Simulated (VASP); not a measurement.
Runs of VASP 6.6.1 on MoS2. The structure is that of space group P6_3/mmc (No. 194), or close to it. The cells are those of the table. 

```csv
cell,gap on the mesh (eV),pressure (GPa),largest force (eV/Å)
"a = 3.251, b = 3.251, c = 12.644 Å, angles 90.0, 90.0, 120.0°, 6 atoms",1.03,-11.1,(c)
"a = 3.037, b = 3.037, c = 11.810 Å, angles 90.0, 90.0, 120.0°, 6 atoms",0.87,22.9,2.32
"a = 3.211, b = 3.211, c = 12.486 Å, angles 90.0, 90.0, 120.0°, 6 atoms",1.01,-6.9,0.68
"a = 3.082, b = 3.082, c = 11.986 Å, angles 90.0, 90.0, 120.0°, 6 atoms",0.92,12.8,1.38
"a = 3.126, b = 3.126, c = 12.157 Å, angles 90.0, 90.0, 120.0°, 6 atoms",0.96,4.8,0.59
"a = 3.291, b = 3.291, c = 12.798 Å, angles 90.0, 90.0, 120.0°, 6 atoms",1.03,-14.4,(a)
"a = 3.169, b = 3.169, c = 12.324 Å, angles 90.0, 90.0, 120.0°, 6 atoms",(b),-1.7,0.10
```

Alike in all rows: task single point; level PBE+D4; potentials or basis VASP PAW PBE potentials, release 64 (Mo_sv, S); no spin polarisation; k mesh 8 × 8 × 2; cutoff (eV) 520; smearing methfessel-paxton 0.15 eV.

Question: Estimate the missing entries.

Answer: (a) 1.61; (b) 0.99; (c) 1.18.

Caveats: forces of over 1 eV/Å act on the atoms, so gaps and moduli don't describe the material at rest (some runs).

A k mesh can miss the band edges, and the runs leave out spin-orbit coupling on Mo.
